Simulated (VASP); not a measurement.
# CdI4 (Pm-3m) in VASP: density of states with PBE

Aim: the density of states of CdI4 with PBE.

Everything below comes from runs of VASP 6.6.1. Logs are shortened: lines on timing, memory, paths and dates and some standing lists are left out, and cuts for length are marked.

**1. The cell of the first run**

Symmetry: Pm-3m, No. 221, cubic system. The conventional cell has a = 6.233 Å, b = 6.233 Å, c = 6.233 Å, α = 90.00°, β = 90.00°, γ = 90.00°. Cd (site symmetry m-3m) has 20 I at 4.41 to 5.40 Å within 5.8 Å. I (site symmetry 4/mmm) has 2 I at 3.12 Å within 4.1 Å. I (site symmetry m-3m) has 6 I at 3.12 Å within 4.1 Å.

**2. Density of states, PBE**

POSCAR

```
CdI4
1.0
    6.2333745479      0.0000000000      0.0000000000
    0.0000000000      6.2333745479      0.0000000000
    0.0000000000      0.0000000000      6.2333745479
Cd I
1 4
Direct
    0.5000000000      0.5000000000      0.5000000000
    0.5000000000      0.0000000000      0.0000000000
    0.0000000000      0.5000000000      0.0000000000
    0.0000000000      0.0000000000      0.5000000000
    0.0000000000      0.0000000000      0.0000000000
```

INCAR.step1

```
PREC = Accurate
ENCUT = 520
EDIFF = 1E-6
ISMEAR = 0
SIGMA = 0.1
LREAL = False
LASPH = True
NELM = 100
ALGO = Normal
ISIF = 2
LWAVE = False
LCHARG = True
GGA = PE
NBANDS = 28
```

KPOINTS.step1

```
regular mesh
0
Gamma
  6 6 6
```

INCAR.step2

```
PREC = Accurate
ENCUT = 520
EDIFF = 1E-6
ISMEAR = -5
SIGMA = 0.1
LREAL = False
LASPH = True
NELM = 100
ALGO = Normal
ISIF = 2
LWAVE = False
LCHARG = False
GGA = PE
LORBIT = 11
NEDOS = 2001
ICHARG = 11
```

KPOINTS.step2

```
regular mesh
0
Gamma
  9 9 9
```

Potentials or basis: VASP PAW PBE potentials, release 64 (Cd, I).

Launch:

```sh
> cat potpaw_PBE.64/Cd/POTCAR potpaw_PBE.64/I/POTCAR > POTCAR
> cp INCAR.step1 INCAR
> cp KPOINTS.step1 KPOINTS
> mpirun -np 1 vasp_std > vasp.out
> cp INCAR.step2 INCAR
> cp KPOINTS.step2 KPOINTS
> mpirun -np 1 vasp_std > vasp.out
```

OUTCAR:

```text
PREC = Accurate
   ENCUT = 520
   EDIFF = 1E-6
   ISMEAR = -5
   LREAL = False
   LASPH = True
   NELM = 100
   ISIF = 2
   GGA = PE
   LORBIT = 11
   ICHARG = 11

 ion  position               nearest neighbor table
   1  0.500  0.500  0.500-
   2  0.500  0.000  0.000-   5 3.12   5 3.12
   3  0.000  0.500  0.000-   5 3.12   5 3.12
   4  0.000  0.000  0.500-   5 3.12   5 3.12
   5  0.000  0.000  0.000-   2 3.12   3 3.12   4 3.12   4 3.12   3 3.12   2 3.12

  LATTYP: Found a simple cubic cell.
 ALAT       =     6.2333745479

  Lattice vectors:

 A1 = (   6.2333745479,   0.0000000000,   0.0000000000)
 A2 = (   0.0000000000,   6.2333745479,   0.0000000000)
 A3 = (   0.0000000000,   0.0000000000,   6.2333745479)

Analysis of symmetry for initial positions (statically):
=====================================================================
 Subroutine PRICEL returns:
 Original cell was already a primitive cell.

 Routine SETGRP: Setting up the symmetry group for a
 simple cubic supercell.

 Subroutine GETGRP returns: Found 48 space group operations
 (whereof 48 operations were pure point group operations)
 out of a pool of 48 trial point group operations.

The static configuration has the point symmetry O_h .

Analysis of symmetry for dynamics (positions and initial velocities):
=====================================================================
 Subroutine PRICEL returns:
 Original cell was already a primitive cell.

 Routine SETGRP: Setting up the symmetry group for a
 simple cubic supercell.

 Subroutine GETGRP returns: Found 48 space group operations
 (whereof 48 operations were pure point group operations)
 out of a pool of 48 trial point group operations.

The dynamic configuration has the point symmetry O_h .

 Subroutine INISYM returns: Found 48 space group operations
 (whereof 48 operations are pure point group operations),
 and found     1 'primitive' translations

----------------------------------------------------------------------------------------

                                     Primitive cell

  volume of cell :     242.1975

  direct lattice vectors                    reciprocal lattice vectors
     6.233374548  0.000000000  0.000000000     0.160426747  0.000000000  0.000000000
     0.000000000  6.233374548  0.000000000     0.000000000  0.160426747  0.000000000
     0.000000000  0.000000000  6.233374548     0.000000000  0.000000000  0.160426747

  length of vectors
     6.233374548  6.233374548  6.233374548     0.160426747  0.160426747  0.160426747

  position of ions in fractional coordinates (direct lattice)
     0.500000000  0.500000000  0.500000000
     0.500000000  0.000000000  0.000000000
     0.000000000  0.500000000  0.000000000
     0.000000000  0.000000000  0.500000000
     0.000000000  0.000000000  0.000000000

  ion indices of the primitive-cell ions
   primitive index   ion index
                 1           1
                 2           2
                 3           3
                 4           4
                 5           5

----------------------------------------------------------------------------------------

 KPOINTS: regular mesh

Automatic generation of k-mesh.
 Grid dimensions read from file:
 generate k-points for:    9    9    9

 Generating k-lattice:

  Cartesian coordinates                     Fractional coordinates (reciprocal lattice)
     0.017825194  0.000000000  0.000000000     0.111111111  0.000000000  0.000000000
     0.000000000  0.017825194  0.000000000     0.000000000  0.111111111  0.000000000
     0.000000000  0.000000000  0.017825194     0.000000000  0.000000000  0.111111111

  Length of vectors
     0.017825194  0.017825194  0.017825194

  Shift w.r.t. Gamma in fractional coordinates (k-lattice)
     0.000000000  0.000000000  0.000000000

 TETIRR: Found    353 inequivalent tetrahedra from     4374

 Subroutine IBZKPT returns following result:
 ===========================================

 Found     35 irreducible k-points:

 Following reciprocal coordinates:
            Coordinates               Weight
  0.000000  0.000000  0.000000      1.000000
  0.111111  0.000000  0.000000      6.000000
  0.222222  0.000000  0.000000      6.000000
  0.333333  0.000000  0.000000      6.000000
  0.444444  0.000000  0.000000      6.000000
  0.111111  0.111111  0.000000     12.000000
[... 16 lines left out ...]
  0.333333  0.333333  0.111111     24.000000
  0.444444  0.333333  0.111111     48.000000
 [... further k-points ...]
   k-points           NKPTS =     35   k-points in BZ     NKDIM =     35   number of bands    NBANDS=     24
   number of dos      NEDOS =   2001   number of ions     NIONS =      5
   total plane-waves  NPLWV = 110592
   dimension x,y,z NGX =    48 NGY =   48 NGZ =   48
   dimension x,y,z NGXF=    96 NGYF=   96 NGZF=   96
   ions per type =               1   4
   NGX,Y,Z   is equivalent  to a cutoff of  12.80, 12.80, 12.80 a.u.
   NGXF,Y,Z  is equivalent  to a cutoff of  25.60, 25.60, 25.60 a.u.
 SYSTEM =  unknown system
   PREC   = accura    normal or accurate (medium, high low for compatibility)
   ISTART =      0    job   : 0-new  1-cont  2-samecut
   ICHARG =     11    charge: 1-file 2-atom 10-const
   ISPIN  =      1    spin polarized calculation?
   LNONCOLLINEAR =      F non collinear calculations
   LSORBIT =      F    spin-orbit coupling
   LASPH  =      T    aspherical Exc in radial PAW
   ENCUT  =  520.0 eV  38.22 Ry    6.18 a.u.  11.59 11.59 11.59*2*pi/ulx,y,z
   NELM   =    100;   NELMIN=  2; NELMDL=  0     # of ELM steps
   EDIFF  = 0.1E-05   stopping-criterion for ELM
   LREAL  =      F    real-space projection
   EDIFFG = 0.1E-04   stopping-criterion for IOM
   NSW    =      0    number of steps for IOM
   IBRION =     -1    ionic relax: 0-MD 1-quasi-New 2-CG
   NFREE  =      0    steps in history (QN), initial steepest desc. (CG)
   ISIF   =      2    stress and relaxation
   ISYM   =      2    0-nonsym 1-usesym 2-fastsym
   POTIM  = 0.5000    time-step for ionic-motion
   TEBEG  =    0.0;   TEEND  =   0.0 temperature during run
   PSTRESS=    0.0 pullay stress
   NELECT =      40.0000    total number of electrons
   NUPDOWN=      -1.0000    fix difference up-down
   EMIN   =  10.00;   EMAX   =-10.00  energy-range for DOS
   EFERMI =   0.00;   METHOD = LEGACY
   ISMEAR =    -5;   SIGMA  =   0.10  broadening in eV -4-tet -1-fermi 0-gaus
   EFERMI_NEDOS =   21; number of points for ismear=-14 and -15
   IALGO  =     38    algorithm
   IMIX   =      4    mixing-type and parameters
     AMIX     =   0.40;   BMIX     =  1.00
     AMIX_MAG =   1.60;   BMIX_MAG =  1.00
  volume/ion in A,a.u.               =      48.44       326.89
  Fermi-wavevector in a.u.,A,eV,Ry     =   0.898197  1.697346 10.976607  0.806758
  Thomas-Fermi vector in A             =   2.020876
   LORBIT       =     11    0 simple, 1 ext, 2 COOP (PROOUT), +10 PAW based schemes
   GGA     = PE    functional components
   LHFCALC =     F    Hartree Fock is set to
   AEXX    =    0.0000 exact exchange contribution
   IVDW    =     0    specifies the selected vdW correction
   LEPSILON=     F    determine dielectric tensor
   LRPA    =     F    only Hartree local field effects (RPA)
 non-spin polarized calculation
 Fermi weights with tetrahedron method with Bloechl corrections
  energy-cutoff  :      520.00
  volume of cell :      242.20
 maximum number of plane-waves:      6619
 NGX is ok and might be reduce to    48

 number of electron      40.0000001 magnetization

 Free energy of the ion-electron system (eV)
  ---------------------------------------------------
  ext. energy  EPLUGINS =         0.00000000
  ---------------------------------------------------
  free energy    TOTEN  =        -5.77339011 eV

  energy without entropy =       -5.77339011  energy(sigma->0) =       -5.77339011

 E-fermi :   0.9592     XC(G=0):  -7.3571

 val. band max:        0.9663353360   @ k =   0.4444   0.2222   0.0000
 cond. band min:       0.7756766509   @ k =   0.3333   0.3333   0.3333
 fundamental gap:     -0.1906586851
 Fermi energy:         0.9592412546

 k-point     1 :       0.0000    0.0000    0.0000
  band No.  band energies     occupation
      1     -13.0442      2.00000
      2     -10.6081      2.00000
      3     -10.6081      2.00000
      4      -9.8888      2.00000
      5      -6.3330      2.00000
      6      -6.3330      2.00000
[... 16 lines left out ...]
     23       5.9074      0.00000
     24       5.9078      0.00000

 k-point     2 :       0.1111    0.0000    0.0000
  band No.  band energies     occupation
      1     -13.0289      2.00000
      2     -10.6286      2.00000
      3     -10.6078      2.00000
      4      -9.9225      2.00000
      5      -6.3332      2.00000
      6      -6.3332      2.00000
[... 16 lines left out ...]
     23       5.6747      0.00000
     24       5.8210      0.00000

 k-point     3 :       0.2222    0.0000    0.0000
  band No.  band energies     occupation
      1     -12.9884      2.00000
      2     -10.6887      2.00000
      3     -10.6071      2.00000
      4      -9.9963      2.00000
      5      -6.3338      2.00000
      6      -6.3338      2.00000
[... 16 lines left out ...]
     23       5.1371      0.00000
     24       5.6740      0.00000

 k-point     4 :       0.3333    0.0000    0.0000
  band No.  band energies     occupation
      1     -12.9389      2.00000
      2     -10.7714      2.00000
      3     -10.6062      2.00000
      4     -10.0620      2.00000
      5      -6.3344      2.00000
      6      -6.3344      2.00000
[... 16 lines left out ...]
     23       4.6888      0.00000
     24       5.5313      0.00000

 k-point     5 :       0.4444    0.0000    0.0000
  band No.  band energies     occupation
      1     -12.9043      2.00000
      2     -10.8332      2.00000
      3     -10.6057      2.00000
      4     -10.0957      2.00000
      5      -6.3348      2.00000
      6      -6.3348      2.00000
[... 16 lines left out ...]
     23       4.4297      0.00000
     24       5.4456      0.00000

 k-point     6 :       0.1111    0.1111    0.0000
  band No.  band energies     occupation
      1     -13.0134      2.00000
      2     -10.6370      2.00000
      3     -10.6185      2.00000
      4      -9.9573      2.00000
      5      -6.3335      2.00000
      6      -6.3332      2.00000
[... 16 lines left out ...]
     23       5.4820      0.00000
     24       5.7293      0.00000
[... 379 lines left out ...]
 k-point    21 :       0.3333    0.2222    0.1111
  band No.  band energies     occupation
      1     -12.8603      2.00000
      2     -10.7717      2.00000
      3     -10.6789      2.00000
      4     -10.2353      2.00000
      5      -6.3342      2.00000
      6      -6.3340      2.00000
[... 16 lines left out ...]
     23       4.7422      0.00000
     24       5.3109      0.00000

 k-point    22 :       0.4444    0.2222    0.1111
  band No.  band energies     occupation
      1     -12.8229      2.00000
      2     -10.8309      2.00000
      3     -10.6799      2.00000
      4     -10.2723      2.00000
      5      -6.3344      2.00000
      6      -6.3338      2.00000
[... 16 lines left out ...]
     23       4.7528      0.00000
     24       5.1074      0.00000

 k-point    23 :       0.3333    0.3333    0.1111
  band No.  band energies     occupation
      1     -12.8045      2.00000
      2     -10.7834      2.00000
      3     -10.7417      2.00000
      4     -10.3135      2.00000
      5      -6.3341      2.00000
      6      -6.3340      2.00000
[... 16 lines left out ...]
     23       4.7953      0.00000
     24       5.3388      0.00000

 k-point    24 :       0.4444    0.3333    0.1111
  band No.  band energies     occupation
      1     -12.7650      2.00000
      2     -10.8296      2.00000
      3     -10.7584      2.00000
      4     -10.3498      2.00000
      5      -6.3342      2.00000
      6      -6.3340      2.00000
[... 16 lines left out ...]
     23       4.9263      0.00000
     24       5.1239      0.00000

 [... further k-points ...]
[... 5 lines left out ...]
  --------------------------------------------------------------------------------------
  -------------------------------------------------------------------------------------
  Total       -0.5464862     -0.5464862     -0.5464862      0.0000000     -0.0000000     -0.0000000
  in kB       -3.6150985     -3.6150985     -3.6150985      0.0000000     -0.0000000     -0.0000000
  external PRESSURE =      -3.6150985 kB  Pullay stress =       0.0000000 kB

 VOLUME and BASIS-vectors are now :
 -----------------------------------------------------------------------------
  energy-cutoff  :      520.00
  volume of cell :      242.20
      direct lattice vectors                 reciprocal lattice vectors
     6.233374548  0.000000000  0.000000000     0.160426747  0.000000000  0.000000000
     0.000000000  6.233374548  0.000000000     0.000000000  0.160426747  0.000000000
     0.000000000  0.000000000  6.233374548     0.000000000  0.000000000  0.160426747

 POSITION                                       TOTAL-FORCE (eV/Angst)
 -----------------------------------------------------------------------------------
      3.11669      3.11669      3.11669         0.000000      0.000000      0.000000
      3.11669      0.00000      0.00000         0.000000      0.000000      0.000000
      0.00000      3.11669      0.00000         0.000000      0.000000      0.000000
      0.00000      0.00000      3.11669         0.000000      0.000000      0.000000
      0.00000      0.00000      0.00000         0.000000      0.000000      0.000000
 -----------------------------------------------------------------------------------
    total drift:                                0.000000     -0.000000      0.000000

  FREE ENERGIE OF THE ION-ELECTRON SYSTEM (eV)
  ---------------------------------------------------
  free  energy   TOTEN  =        -5.7733901076 eV

  energy  without entropy=       -5.7733901076  energy(sigma->0) =       -5.77339011

 total charge

# of ion       s       p       d       tot
------------------------------------------
    1        0.721   0.013   9.546  10.281
    2        1.531   2.667   0.016   4.214
    3        1.531   2.667   0.016   4.214
    4        1.531   2.667   0.016   4.214
    5        1.571   2.410   0.066   4.048
--------------------------------------------------
tot          6.887  10.424   9.659  26.970
```

Wall time 2.9 min (1 thread of Intel Xeon Platinum 8488C (Sapphire Rapids), shared host); peak memory 0.41 GiB.

What came out:

| Property | Result |
| --- | --- |
| Valence electrons inside the program's atomic spheres | Cd 10.28; I 4.21, 4.05 |

Caveat: spin-orbit coupling is left out, which moves the levels of the heavy elements; tetrahedron occupations give inexact forces and stress in metals.
